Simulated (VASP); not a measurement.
# KZnF3 (Pm-3m) in VASP: further runs

KZnF3 is run at these levels: PBEsol, PBE, r2SCAN; tasks: single point.

Everything below comes from runs of VASP 6.6.1. Logs are shortened: lines on timing, memory, paths and dates and some standing lists are left out, and cuts for length are marked.

**1. The cell of the first run**

It takes space group Pm-3m (No. 221, cubic). Conventional cell: a = 4.053 Å, b = 4.053 Å, c = 4.053 Å, α = 90.00°, β = 90.00°, γ = 90.00°. Within 3.8 Å of K (site symmetry m-3m) lie 12 F at 2.87 Å and 8 Zn at 3.51 Å. Zn (site symmetry m-3m) has 6 F at 2.03 Å within 2.7 Å. F (site symmetry 4/mmm) has 2 Zn at 2.03 Å within 2.7 Å.

**2. Single point, PBEsol**

INCAR reads:

```
ALGO     = Normal         # electronic algorithm
EDIFF    = 1E-6           # SCF threshold, eV
ENCUT    = 520            # plane-wave cutoff, eV
GGA      = PS             # functional
ISIF     = 2              # what is computed and relaxed
ISMEAR   = -1             # smearing method
LASPH    = T              # aspherical terms in the spheres
LCHARG   = F              # write CHGCAR
LREAL    = F              # projectors in reciprocal space
LWAVE    = F              # write WAVECAR
NBANDS   = 29             # bands
NELM     = 100            # most SCF steps
PREC     = Accurate       # precision mode
SIGMA    = 0.02           # smearing width, eV
```

KPOINTS reads:

```
k-points
0
Gamma
  6 6 6
```

POSCAR reads:

```
KZnF3
1.0
    4.0526701856      0.0000000000      0.0000000000
    0.0000000000      4.0526701856      0.0000000000
    0.0000000000      0.0000000000      4.0526701856
K Zn F
1 1 3
Direct
    0.0000000000      0.0000000000      0.0000000000
    0.5000000000      0.5000000000      0.5000000000
    0.5000000000      0.5000000000      0.0000000000
    0.0000000000      0.5000000000      0.5000000000
    0.5000000000      0.0000000000      0.5000000000
```

Potentials or basis: VASP PAW PBE potentials, release 64 (K_sv, Zn, F).

Command:

```console
$ cat potpaw_PBE.64/K_sv/POTCAR potpaw_PBE.64/Zn/POTCAR potpaw_PBE.64/F/POTCAR > POTCAR
$ mpirun -np 1 vasp_std > vasp.out
```

OUTCAR:

```text
EDIFF = 1E-6
   ENCUT = 520
   GGA = PS
   ISIF = 2
   ISMEAR = -1
   LASPH = T
   LREAL = F
   NELM = 100
   PREC = Accurate

 ion  position               nearest neighbor table
   1  0.000  0.000  0.000-
   2  0.500  0.500  0.500-   3 2.03   4 2.03   5 2.03   3 2.03   5 2.03   4 2.03
   3  0.500  0.500  0.000-   2 2.03   2 2.03
   4  0.000  0.500  0.500-   2 2.03   2 2.03
   5  0.500  0.000  0.500-   2 2.03   2 2.03

  LATTYP: Found a simple cubic cell.
 ALAT       =     4.0526701856

  Lattice vectors:

 A1 = (   4.0526701856,   0.0000000000,   0.0000000000)
 A2 = (   0.0000000000,   4.0526701856,   0.0000000000)
 A3 = (   0.0000000000,   0.0000000000,   4.0526701856)

Analysis of symmetry for initial positions (statically):
=====================================================================
 Subroutine PRICEL returns:
 Original cell was already a primitive cell.

 Routine SETGRP: Setting up the symmetry group for a
 simple cubic supercell.

 Subroutine GETGRP returns: Found 48 space group operations
 (whereof 48 operations were pure point group operations)
 out of a pool of 48 trial point group operations.

The static configuration has the point symmetry O_h .

Analysis of symmetry for dynamics (positions and initial velocities):
=====================================================================
 Subroutine PRICEL returns:
 Original cell was already a primitive cell.

 Routine SETGRP: Setting up the symmetry group for a
 simple cubic supercell.

 Subroutine GETGRP returns: Found 48 space group operations
 (whereof 48 operations were pure point group operations)
 out of a pool of 48 trial point group operations.

The dynamic configuration has the point symmetry O_h .

 Subroutine INISYM returns: Found 48 space group operations
 (whereof 48 operations are pure point group operations),
 and found     1 'primitive' translations

----------------------------------------------------------------------------------------

                                     Primitive cell

  volume of cell :      66.5616
[... 82 lines left out ...]
   ISTART =      0    job   : 0-new  1-cont  2-samecut
   ICHARG =      2    charge: 1-file 2-atom 10-const
   ISPIN  =      1    spin polarized calculation?
   LNONCOLLINEAR =      F non collinear calculations
   LSORBIT =      F    spin-orbit coupling
   LASPH  =      T    aspherical Exc in radial PAW
   ENCUT  =  520.0 eV  38.22 Ry    6.18 a.u.   7.54  7.54  7.54*2*pi/ulx,y,z
   NELM   =    100;   NELMIN=  2; NELMDL= -5     # of ELM steps
   EDIFF  = 0.1E-05   stopping-criterion for ELM
   LREAL  =      F    real-space projection
   EDIFFG = 0.1E-04   stopping-criterion for IOM
   NSW    =      0    number of steps for IOM
   IBRION =     -1    ionic relax: 0-MD 1-quasi-New 2-CG
   NFREE  =      0    steps in history (QN), initial steepest desc. (CG)
   ISIF   =      2    stress and relaxation
   ISYM   =      2    0-nonsym 1-usesym 2-fastsym
   POTIM  = 0.5000    time-step for ionic-motion
   TEBEG  =    0.0;   TEEND  =   0.0 temperature during run
   PSTRESS=    0.0 pullay stress
   NELECT =      42.0000    total number of electrons
   NUPDOWN=      -1.0000    fix difference up-down
   EMIN   =  10.00;   EMAX   =-10.00  energy-range for DOS
   EFERMI =   0.00;   METHOD = LEGACY
   ISMEAR =    -1;   SIGMA  =   0.02  broadening in eV -4-tet -1-fermi 0-gaus
   EFERMI_NEDOS =   21; number of points for ismear=-14 and -15
   IALGO  =     38    algorithm
   IMIX   =      4    mixing-type and parameters
     AMIX     =   0.40;   BMIX     =  1.00
     AMIX_MAG =   1.60;   BMIX_MAG =  1.00
  volume/ion in A,a.u.               =      13.31        89.84
  Fermi-wavevector in a.u.,A,eV,Ry     =   1.404160  2.653478 26.826144  1.971666
  Thomas-Fermi vector in A             =   2.526750
   LORBIT       =      0    0 simple, 1 ext, 2 COOP (PROOUT), +10 PAW based schemes
   GGA     = PS    functional components
   LHFCALC =     F    Hartree Fock is set to
   AEXX    =    0.0000 exact exchange contribution
   IVDW    =     0    specifies the selected vdW correction
   LEPSILON=     F    determine dielectric tensor
   LRPA    =     F    only Hartree local field effects (RPA)
 non-spin polarized calculation
  energy-cutoff  :      520.00
  volume of cell :       66.56
 maximum number of plane-waves:      1856
   NGX = 15   NGY = 15   NGZ = 15

 number of electron      41.9999977 magnetization

 Free energy of the ion-electron system (eV)
  ---------------------------------------------------
  ext. energy  EPLUGINS =         0.00000000
  ---------------------------------------------------
  free energy    TOTEN  =       -21.34044305 eV

  energy without entropy =      -21.34044305  energy(sigma->0) =      -21.34044305

 E-fermi :  -0.4665     XC(G=0): -10.1292

 val. band max:       -0.9004609738   @ k =   0.5000   0.5000   0.5000
 cond. band min:       2.7327157927   @ k =   0.0000   0.0000   0.0000
 fundamental gap:      3.6331767665
 Fermi energy:        -0.4664863455

 k-point     1 :       0.0000    0.0000    0.0000
  band No.  band energies     occupation
      1     -27.7911      2.00000
      2     -22.3912      2.00000
      3     -21.7495      2.00000
      4     -21.7495      2.00000
      5     -11.3483      2.00000
      6     -11.3483      2.00000
[... 629 lines left out ...]
     28      11.6621      0.00000
     29      12.4041      0.00000

------------------------ aborting loop because EDIFF is reached ----------------------------------------

  FORCE on cell =-STRESS in cart. coord.  units (eV):
  Direction    XX          YY          ZZ          XY          YZ          ZX
  --------------------------------------------------------------------------------------
  -------------------------------------------------------------------------------------
  Total        0.1697038      0.1697038      0.1697038      0.0000000     -0.0000000      0.0000000
  in kB        4.0848701      4.0848701      4.0848701      0.0000000     -0.0000000      0.0000000
  external PRESSURE =       4.0848701 kB  Pullay stress =       0.0000000 kB

 VOLUME and BASIS-vectors are now :
 -----------------------------------------------------------------------------
  energy-cutoff  :      520.00
  volume of cell :       66.56
      direct lattice vectors                 reciprocal lattice vectors
     4.052670186  0.000000000  0.000000000     0.246750896  0.000000000  0.000000000
     0.000000000  4.052670186  0.000000000     0.000000000  0.246750896  0.000000000
     0.000000000  0.000000000  4.052670186     0.000000000  0.000000000  0.246750896

 POSITION                                       TOTAL-FORCE (eV/Angst)
 -----------------------------------------------------------------------------------
      0.00000      0.00000      0.00000         0.000000      0.000000      0.000000
      2.02634      2.02634      2.02634         0.000000      0.000000      0.000000
      2.02634      2.02634      0.00000         0.000000      0.000000      0.000000
      0.00000      2.02634      2.02634         0.000000      0.000000      0.000000
      2.02634      0.00000      2.02634         0.000000      0.000000      0.000000
 -----------------------------------------------------------------------------------
    total drift:                                0.000000      0.000000     -0.000000

  FREE ENERGIE OF THE ION-ELECTRON SYSTEM (eV)
  ---------------------------------------------------
  free  energy   TOTEN  =       -21.3404430485 eV

  energy  without entropy=      -21.3404430485  energy(sigma->0) =      -21.34044305
```

stdout:

```text
POSCAR found type information on POSCAR K ZnF
 POSCAR found :  3 types and       5 ions
 scaLAPACK will be used
 -----------------------------------------------------------------------------
|                                                                             |
|                                                                             |
|     You enforced a specific xc type in the INCAR file but a different       |
|     I HOPE YOU KNOW WHAT YOU ARE DOING!                                     |
|                                                                             |
 -----------------------------------------------------------------------------

 LDA part: xc-table for (Slater+PW92), standard interpolation
 POSCAR, INCAR and KPOINTS ok, starting setup
 FFT: planning ... GRIDC
 FFT: planning ... GRID_SOFT
 FFT: planning ... GRID
 WAVECAR not read
 entering main loop
```

Run time: 36 s. Hardware: 1 thread of Intel Xeon 6975P-C, shared host; peak memory 0.19 GiB.

Results:

- Free energy: -21.3404 eV
- Pressure: 0.4 GPa
- Band gap on the k mesh: 3.63 eV, indirect (least direct gap 5.48 eV)

Caveat: the PAW data sets were made with another functional, which shifts forces and pressure a little.

**3. Single point, PBE**

This run uses another cell than the first one, of 14.06 Å³/atom, 1.056 times its volume.

INCAR reads:

```
ALGO = Normal ; EDIFF = 1E-6
ENCUT = 520 ; GGA = PE
ISIF = 2 ; ISMEAR = -1
LASPH = T ; LCHARG = F
LREAL = F ; LWAVE = F
NBANDS = 29 ; NELM = 100
PREC = Accurate ; SIGMA = 0.02
```

KPOINTS is that of step 2.

POSCAR, as its differences from that of step 2:

```diff
@@ -2,5 +2,5 @@
 1.0
-    4.0526701856      0.0000000000      0.0000000000
-    0.0000000000      4.0526701856      0.0000000000
-    0.0000000000      0.0000000000      4.0526701856
+    4.1275598744      0.0000000000      0.0000000000
+    0.0000000000      4.1275598744      0.0000000000
+    0.0000000000      0.0000000000      4.1275598744
 K Zn F
```

Potentials or basis: VASP PAW PBE potentials, release 64 (K_sv, Zn, F).

Command:

```console
$ cat potpaw_PBE.64/K_sv/POTCAR potpaw_PBE.64/Zn/POTCAR potpaw_PBE.64/F/POTCAR > POTCAR
$ mpirun -np 1 vasp_std > vasp.out
```

It took 33 s on 1 thread of Intel Xeon 6975P-C, shared host; peak memory 0.2 GiB.

The run converged. Its results:

```yaml
Free_energy: -20.3317 eV
Pressure: 0.3 GPa
Band_gap_on_the_k_mesh: 3.65 eV, indirect (least direct gap 5.19 eV)
```

Levels at points of the mesh, in eV from the valence-band top:
```tsv
k point	band 19	band 20	band 21	band 22	band 23	band 24
(0.00, 0.00, 0.00)	-1.54	-1.54	-1.54	3.65	8.93	8.93
(0.50, 0.00, 0.00)	-1.55	-1.47	-1.47	6.28	8.25	9.81
(0.50, 0.50, 0.00)	-1.55	-1.20	0.00	7.79	9.97	9.97
(0.50, 0.50, 0.50)	-1.18	0.00	0.00	8.50	8.50	8.50
```

A k mesh can miss the band edges.

(Part 1 of 2 ends here.)
